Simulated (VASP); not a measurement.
SiO2:

```
Si O
1.0
     4.98200    0.00000    0.00000
     0.00000    4.98200    0.00000
     0.00000    0.00000    6.96300
Si O
4 8
Cartesian
  3.9805 1.0015 5.2222
  3.4925 3.4925 3.4815
  1.0015 3.9805 1.7408
  1.4895 1.4895 0.0000
  0.5155 1.1951 5.7227
  1.2959 3.0065 0.5004
  4.4665 3.7869 2.2412
  3.6861 1.9755 3.9819
  3.0065 1.2959 6.4626
  3.7869 4.4665 4.7218
  1.9755 3.6861 2.9811
  1.1951 0.5155 1.2403
```

| Quantity | Value |
| --- | --- |
| Program | VASP 6.6.1 |
| Task | relaxation of cell and atoms |
| Functional | PBEsol |
| Potentials or basis | VASP PAW PBE potentials, release 64 (Si, O) |
| Cutoff | 600 eV |
| k mesh | 5 × 5 × 3 |
| Occupations | fermi-dirac, width 0.05 eV |
| Spin | no spin polarisation |

At the start: pressure 4.3 GPa; volume 14.40 Å³/atom.

Q: How do energy, volume and symmetry change on relaxing?

A: Over 10 steps the energy falls by 4.9 meV/atom and the volume is 14.74 Å³/atom (+2.3 %); space group P4_12_12 (No. 92, to 0.1 Å) before and after.

Step by step:
```csv
step,energy change (eV),largest force (eV/Å),pressure (GPa),volume (Å³)
1,0.0000,0.3185,4.28,172.82
2,0.0794,0.6073,-5.49,182.63
3,-0.0573,0.1328,0.17,176.58
4,-0.0573,0.1276,0.24,176.50
5,-0.0496,0.3475,-0.48,177.25
6,-0.0588,0.0160,0.02,176.71
7,-0.0589,0.0114,-0.03,176.77
8,-0.0591,0.0121,-0.13,176.90
9,-0.0591,0.0065,-0.08,176.85
10,-0.0591,0.0067,-0.05,176.82
```

Final structure:
```
CELL_PARAMETERS angstrom
5.02445 0.00000 0.00000
0.00000 5.02445 0.00000
0.00000 0.00000 7.00430
ATOMIC_POSITIONS crystal
Si 0.79928 0.20072 0.75000
Si 0.70072 0.70072 0.50000
Si 0.20072 0.79928 0.25000
Si 0.29928 0.29928 0.00000
O 0.10369 0.23926 0.82113
O 0.26074 0.60369 0.07113
O 0.89631 0.76074 0.32113
O 0.73926 0.39631 0.57113
O 0.60369 0.26074 0.92887
O 0.76074 0.89631 0.67887
O 0.39631 0.73926 0.42887
O 0.23926 0.10369 0.17887
```

Caveat: the PAW data sets were made with another functional, which shifts forces and pressure a little.
